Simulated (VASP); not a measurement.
A run of VASP 6.6.1:

Contents of INCAR:

```
PREC     = Accurate       # precision mode
ENCUT    = 520            # plane-wave cutoff, eV
EDIFF    = 1E-6           # SCF threshold, eV
ISMEAR   = 0              # smearing method
SIGMA    = 0.1            # smearing width, eV
LREAL    = F              # projectors in reciprocal space
LASPH    = T              # aspherical terms in the spheres
NELM     = 60             # most SCF steps
ALGO     = Normal         # electronic algorithm
ISIF     = 2              # what is computed and relaxed
LWAVE    = F              # write WAVECAR
LCHARG   = F              # write CHGCAR
GGA      = PE             # functional
NBANDS   = 35             # bands
```

File KPOINTS:

```
Automatic mesh
0
Gamma
  6 6 2
```

Contents of POSCAR:

```
Te2Mo
1.0
    3.5563018822      0.0000000030      0.0000000000
   -1.7781509436      3.0798477720      0.0000000000
    0.0000000000      0.0000000000     15.0548581645
Te Mo
4 2
Direct
    0.3333333333      0.6666666667      0.6298854929
    0.6666666667      0.3333333333      0.1298854929
    0.3333333333      0.6666666667      0.8701145071
    0.6666666667      0.3333333333      0.3701145071
    0.3333333333      0.6666666667      0.2500000000
    0.6666666667      0.3333333333      0.7500000000
```

Potentials or basis: VASP PAW PBE potentials, release 64 (Te, Mo_sv).

Command:

```sh
$ cat potpaw_PBE.64/Te/POTCAR potpaw_PBE.64/Mo_sv/POTCAR > POTCAR
$ mpirun -np 1 vasp_std > vasp.out
```

Hardware: 1 thread of AMD EPYC 9R45 96-Core Processor (Zen 5), on a shared host.

**Question.** How long does it take, and how much memory?

**Answer.** Wall time 55 s on 1 thread of AMD EPYC 9R45 96-Core Processor (Zen 5), with other jobs on the host, peak memory 0.28 GiB. Counts: scf iterations 16, k points 14.
